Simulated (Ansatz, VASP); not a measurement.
# Two plane-wave programs on ZrB

```
CELL_PARAMETERS angstrom
0.00000 2.43197 2.43197
2.43197 0.00000 2.43197
2.43197 2.43197 0.00000
ATOMIC_POSITIONS crystal
Zr 0.50000 0.50000 0.50000
B 0.00000 0.00000 0.00000
```

Alike in both runs: task single point; functional LDA; k mesh 8 × 8 × 8; occupations gaussian, width 0.05 eV; no spin polarisation.

|  | VASP | Ansatz |
| --- | --- | --- |
| version | VASP 6.6.1 | Ansatz 0.2.0 |
| potentials or method | VASP PAW LDA potentials, release 64 (Zr_sv, B), cutoff 500 eV | scalar-relativistic, plane waves, PAW |
| valence electrons in the cell | 15 | 15 |

```csv
,VASP,Ansatz,Ansatz less VASP
gap on the k mesh at the Fermi level (eV),none,none,-
pressure (GPa),-3.1,-3.4,-0.35
```

LDA's correlation is that of Perdew and Zunger in VASP and of Perdew and Wang (1992) in Ansatz. A gap of «none» marks a metal or a gap that the smearing closes.
